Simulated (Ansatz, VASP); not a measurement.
## Al3N in VASP and in Ansatz

```xyz
8
Lattice="4.5882 0.0000 0.0000 0.0000 4.5882 0.0000 0.0000 0.0000 4.5882" Properties=species:S:1:pos:R:3 pbc="T T T"
Al    0.0000    2.2941    1.1471
Al    0.0000    2.2941    3.4412
Al    2.2941    3.4412    0.0000
Al    2.2941    1.1471    0.0000
Al    3.4412    0.0000    2.2941
Al    1.1471    0.0000    2.2941
N     2.2941    2.2941    2.2941
N     0.0000    0.0000    0.0000
```

Change from the starting cell: species swapped into the SiMo3 type (Pm-3n, No. 223).

Alike in both runs: task relaxation of cell and atoms; functional PBE; k mesh 4 × 4 × 4; occupations gaussian, width 0.2 eV; no spin polarisation.

```csv
,VASP,Ansatz
version,VASP 6.6.1,Ansatz 0.2.0
potentials or method,"VASP PAW PBE potentials, release 64 (Al, N), cutoff 600 eV","scalar-relativistic, plane waves, PAW"
valence electrons in the cell,28,28
```

Ansatz gave:

- gap on the k mesh at the Fermi level, each at its own relaxed structure (eV): none
- relaxed volume (Å³/atom): 13.87
- relaxed cell length with the largest relative difference (Å): 4.805

Task: Which values does VASP return?

Result: gap on the k mesh at the Fermi level, each at its own relaxed structure (eV): none; relaxed volume (Å³/atom): 13.86; relaxed cell length with the largest relative difference (Å): 4.805.

A gap of «none» marks a metal or a gap that the smearing closes.
